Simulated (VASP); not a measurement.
**FeBiO4: single point with PBE**

The system is FeBiO4.

```
CELL_PARAMETERS angstrom
0.00000 3.24367 3.24367
3.24367 0.00000 3.24367
3.24367 3.24367 0.00000
ATOMIC_POSITIONS crystal
Fe 0.00000 0.00000 0.00000
Bi 0.75000 0.75000 0.75000
O 0.87455 0.37515 0.37515
O 0.37515 0.37515 0.37515
O 0.37515 0.87455 0.37515
O 0.37515 0.37515 0.87455
```

The cell was built from a structure type or drawn by symmetry, and may not be a known phase.

| Property | Result |
| --- | --- |
| Program | VASP 6.6.1 |
| Task | single point |
| Functional | PBE |
| Potentials or basis | VASP PAW PBE potentials, release 64 (Fe, Bi_d, O) |
| Cutoff | 520 eV |
| k mesh | 4 × 4 × 4 |
| Occupations | gaussian, width 0.1 eV |
| Spin | collinear spin, ferromagnetic start |
| Starting moments | [4.0, 0.0, 0.0, 0.0, 0.0, 0.0] μB |

```json
{"Pressure": "0.3 GPa", "Largest force": "0.023 eV/Å", "Net moment": "2.52 μB per cell", "Site moments": "Fe +3.10; Bi -0.10; O -0.11 μB", "Valence electrons inside the program's atomic spheres": "Fe 6.59; Bi 12.51; O 4.75"}
```

Forces in eV/Å, atoms in the order of the input:
```
Fe   0.000  0.000  0.000
Bi   0.000  0.000  0.000
O   -0.013  0.013  0.013
O   -0.013 -0.013 -0.013
O    0.013 -0.013  0.013
O    0.013  0.013 -0.013
```

Levels at points of the mesh, in eV from the Fermi level:
Spin up:
```csv
k point,band 21,band 22,band 23,band 24,band 25,band 26,band 27,band 28,band 29,band 30
"(0.00, 0.00, 0.00)",-1.82,-0.16,-0.16,-0.16,1.22,1.22,1.22,1.97,1.97,1.97
"(0.50, 0.00, 0.00)",-1.97,-1.39,-1.39,-1.19,-0.13,0.51,1.17,1.17,3.71,3.71
"(0.50, 0.50, 0.00)",-2.00,-1.58,-1.58,-1.30,-1.20,0.99,0.99,1.83,3.66,3.66
```
Spin down:
| k point | band 18 | band 19 | band 20 | band 21 | band 22 | band 23 | band 24 | band 25 | band 26 | band 27 |
| --- | --- | --- | --- | --- | --- | --- | --- | --- | --- | --- |
| (0.00, 0.00, 0.00) | -0.58 | -0.58 | -0.05 | -0.05 | -0.05 | 0.55 | 0.55 | 0.55 | 1.26 | 1.26 |
| (0.50, 0.00, 0.00) | -2.29 | -2.15 | -0.01 | 0.08 | 0.08 | 0.39 | 0.39 | 0.40 | 0.62 | 1.07 |
| (0.50, 0.50, 0.00) | -2.11 | -1.91 | -1.42 | -0.36 | -0.36 | 0.35 | 0.37 | 0.40 | 0.40 | 1.29 |

Run time: 2 min on 1 thread of Intel(R) Xeon(R) Platinum 8488C (Sapphire Rapids) (shared host), peak memory 0.26 GiB.

Caveat: the k points lie up to 0.42 Å⁻¹ apart; spin-orbit coupling is left out, which moves the levels of the heavy elements; a cell with one magnetic atom can't hold antiferromagnetic order, which such compounds often take; semilocal functionals often make such compounds metallic where correlation or magnetic order opens a gap, which also shifts bond lengths. With open d or f shells a metallic result of PBE can be an artefact of self-interaction; +U or a hybrid may open a gap.
